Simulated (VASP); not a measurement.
Wanted: the native input for a VASP 6.6.1 run.

```
Task                   : single point
Functional             : PBE
Potentials or basis    : VASP PAW PBE potentials, release 64 (Li_sv, Mg, N, H)
Cutoff                 : 520 eV
k mesh                 : 2 × 2 × 1
Occupations            : fermi-dirac, width 0.05 eV
Spin                   : no spin polarisation
Dipole correction      : no
Further INCAR settings : LREAL = Auto; ALGO = Normal; EDIFF = 1e-06; NBANDS = 38
```

The structure of Li8Mg8H2N lies in POSCAR:

```
Li8Mg8H2N
1.0
    6.2169950000      0.0000000000      0.0000000000
   -3.1084980000      5.3840760000      0.0000000000
    0.0000000000      0.0000000000     21.5382020000
Li Mg N H
8 8 1 2
Direct
    0.0000000000      0.0000000000      0.0464291309
    0.0012347186     -0.0002971726      0.2791087204
    0.0000043527      0.4999929422      0.0464291309
    0.0049652302      0.5030946814      0.2816855372
    0.5000004021      0.0000000000      0.0464291309
    0.4971036833     -0.0038632441      0.2821033993
    0.4999886699      0.4999929422      0.0464291309
    0.4980155561      0.5010330463      0.2820383986
    0.3333373184      0.1666581230      0.1588015564
    0.3318974481      0.1659337647      0.3926883033
    0.3331783333      0.6666139185      0.1589872729
    0.3332838202      0.6674682898      0.4048388069
    0.8333823322      0.1668438558      0.1588201281
    0.8346590434      0.1680139731      0.3911097129
    0.8334014363      0.6665767719      0.1587690560
    0.8345919006      0.6670596775      0.3921172250
    0.3855302506      0.6943995590      0.5217102152
    0.5342713561      0.8129528632      0.5457930054
    0.2400426657      0.6026846575      0.5495398362
```

These files were run (other wordings do the same):

INCAR

```
SYSTEM = Li8Mg8H2N
PREC     = Accurate       ! precision mode
ENCUT    = 520            ! plane-wave cutoff, eV
EDIFF    = 1E-6           ! SCF threshold, eV
ISMEAR   = -1             ! smearing method
SIGMA    = 0.05           ! smearing width, eV
LREAL    = Auto         
LASPH    = .True.         ! aspherical terms in the spheres
NELM     = 100            ! most SCF steps
ALGO     = Normal         ! electronic algorithm
ISIF     = 2              ! what is computed and relaxed
LWAVE    = .False.        ! write WAVECAR
LCHARG   = .True.         ! write CHGCAR
GGA      = PE             ! functional
LELF     = .True.         ! ELF
LVHAR    = .True.       
NBANDS   = 38             ! bands
```

KPOINTS

```
Automatic mesh
0
Gamma
  2 2 1
  0 0 0
```

Potentials or basis: VASP PAW PBE potentials, release 64 (Li_sv, Mg, N, H).

Launch:

```bash
$ cat potpaw_PBE.64/Li_sv/POTCAR potpaw_PBE.64/Mg/POTCAR potpaw_PBE.64/N/POTCAR potpaw_PBE.64/H/POTCAR > POTCAR
$ mpirun -np 1 vasp_std > vasp.out
```

It gave:

- Largest force: 3.458 eV/Å
- Band gap on the k mesh: zero (an odd number of electrons rules out a gap without spin polarisation)

Caveat: the k points lie up to 0.58 Å⁻¹ apart, too coarse for converged energies and pressures of a metal; there is no dipole correction, which matters where the two faces differ.

Run time: 4.2 min on 1 thread of Intel(R) Xeon(R) Platinum 8259CL CPU @ 2.50GHz (Skylake/Cascade Lake), with other jobs on the host, peak memory 0.77 GiB.
